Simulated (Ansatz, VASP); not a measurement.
**One calculation of Ta2N, two programs**

The input POSCAR:

```
Ta2N
1.0
    3.0493158896      0.0000000000      0.0000000000
   -1.5246579448      2.6407850245      0.0000000000
    0.0000000000      0.0000000000      4.7704285953
Ta N
2 1
Direct
    0.3333333333      0.6666666667      0.2547110000
    0.6666666667      0.3333333333      0.7452890000
    0.0000000000      0.0000000000      0.0000000000
```

The input INCAR.step1:

```
SYSTEM = Ta2N
  PREC = Accurate
  ENCUT = 520
  ISMEAR = -1
  SIGMA = 0.05
  LREAL = .FALSE.
  LASPH = .TRUE.
  NELM = 60
  NBANDS = 20
  GGA = PE
  ALGO = Normal
  EDIFF = 1E-4
  LWAVE = .TRUE.
  LCHARG = .FALSE.
```

Contents of INCAR.step2:

```
SYSTEM = Ta2N
  PREC = Accurate
  ENCUT = 520
  EDIFF = 1E-6
  ISMEAR = -1
  SIGMA = 0.05
  LREAL = .FALSE.
  LASPH = .TRUE.
  NELM = 60
  ALGO = Normal
  ISIF = 2
  LWAVE = .FALSE.
  LCHARG = .FALSE.
  METAGGA = R2SCAN
  LMIXTAU = .TRUE.
  NBANDS = 20
  ISTART = 1
```

The input KPOINTS:

```
Automatic mesh
0
G
  10 10 6
  0 0 0
```

Contents of input.yaml:

```yaml
crystal:
  lattice:
    - [3.0493158896, 0.0, 0.0]
    - [-1.5246579448, 2.6407850245, 0.0]
    - [0.0, 0.0, 4.7704285953]
  atoms:
    - { symbol: Ta, position: [0.3333333333, 0.6666666667, 0.254711] }
    - { symbol: Ta, position: [0.6666666667, 0.3333333333, 0.745289] }
    - { symbol: "N", position: [0.0, 0.0, 0.0] }
hamiltonian:
  xc: r2scan
  pseudopotentials: { kind: paw }
kpoints:
  mp_grid: { grid: [10, 10, 6] }
scf:
  occupations: { method: fermi_dirac, width: 0.05 }
output:
  forces: true
  stress: true
  eigenvalues: true
  write_density: true
  write_potential: true
  elf: true
  volumetric_format: npy
```

Alike in both runs: task single point; functional r2SCAN; k mesh 10 × 10 × 6; occupations fermi-dirac, width 0.05 eV; no spin polarisation.

|  | VASP | Ansatz |
| --- | --- | --- |
| version | VASP 6.6.1 | Ansatz 0.2.0 |
| potentials or method | VASP PAW PBE potentials, release 64 (Ta_pv, N) | Ansatz PAW |
| plane-wave cutoff (eV) | 520 | 500 |
| valence electrons in the cell | 27 | 31 |

Ansatz gave:

- gap on the k mesh at the Fermi level (eV): none
- pressure (GPa): 14.3
- traceless stress, the component that is largest in VASP (GPa): 2.26
- rms of the force components (eV/Å): 0.230

Question: What did VASP give for the same quantities?

Answer: gap on the k mesh at the Fermi level (eV): none; pressure (GPa): 15.6; traceless stress, the component that is largest in VASP (GPa): 2.08; rms of the force components (eV/Å): 0.273.

VASP's potentials were made for PBE, not for r2SCAN. Atom by atom the forces differ by 0.043 eV/Å (rms over components). A gap of «none» marks a metal or a gap that the smearing closes. VASP's potentials hold 27 valence electrons a cell and Ansatz's 31, so a difference there can come from the potentials and not from the codes.

Neither program's run includes spin-orbit coupling.
